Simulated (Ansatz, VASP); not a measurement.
One calculation of W, two programs

Contents of INCAR:

```
PREC = Accurate
ENCUT = 600
EDIFF = 1E-7
ISMEAR = 0
SIGMA = 0.1
LREAL = F
LASPH = T
NELM = 60
ALGO = Fast
ISIF = 3
LWAVE = F
LCHARG = F
GGA = PS
IBRION = 2
NSW = 90
EDIFFG = -0.04
```

The input KPOINTS:

```
Automatic mesh
0
Gamma
  6 6 6
```

File POSCAR:

```
W
1.0
    4.7117391293      0.0000000000      0.0000000000
   -2.3558695647      4.0804857820      0.0000000000
    0.0000000000      0.0000000000      2.8885009445
W
3
Direct
    0.0000000000      0.0000000000      0.0000000000
    0.3333333333      0.6666666667      0.5000000000
    0.6666666667      0.3333333333      0.5000000000
```

Input for Ansatz:

```yaml
crystal:
  lattice:
    - [4.7117391293, 0.0, 0.0]
    - [-2.3558695647, 4.080485782, 0.0]
    - [0.0, 0.0, 2.8885009445]
  atoms:
    - { symbol: W, position: [0.0, 0.0, 0.0] }
    - { symbol: W, position: [0.3333333333, 0.6666666667, 0.5] }
    - { symbol: W, position: [0.6666666667, 0.3333333333, 0.5] }
basis:
  ecutwfc: 420
kpoints:
  mp_grid: { grid: [6, 6, 6] }
hamiltonian:
  xc: pbesol
scf:
  occupations: { method: gaussian, width: 0.1 }
  lower_state_search: "off"
output:
  forces: true
  stress: true
  eigenvalues: true
relax:
  adjacent_minimum: "off"
  f_tol: 0.04
  max_steps: 70
  cell: { stress_tol: 0.4 }
```

Alike in both runs: task relaxation of cell and atoms; functional PBEsol; k mesh 6 × 6 × 6; occupations gaussian, width 0.1 eV; no spin polarisation.

|  | VASP | Ansatz |
| --- | --- | --- |
| version | VASP 6.6.1 | Ansatz 0.2.0 |
| potentials or method | VASP PAW PBE potentials, release 64 (W_sv), cutoff 600 eV | scalar-relativistic, plane waves, PAW |
| valence electrons in the cell | 42 | 42 |

Ansatz gave:

- gap on the k mesh at the Fermi level, each at its own relaxed structure (eV): none
- relaxed volume (Å³/atom): 16.05
- relaxed cell length with the largest relative difference (Å): 2.565

Q: Estimate VASP's values.

A: gap on the k mesh at the Fermi level, each at its own relaxed structure (eV): none; relaxed volume (Å³/atom): 16.09; relaxed cell length with the largest relative difference (Å): 2.568.

VASP's potentials were made for PBE, not for PBEsol. A gap of «none» marks a metal or a gap that the smearing closes.

The k mesh is coarse, so the values compare programs but aren't converged. Neither program's run includes spin-orbit coupling.
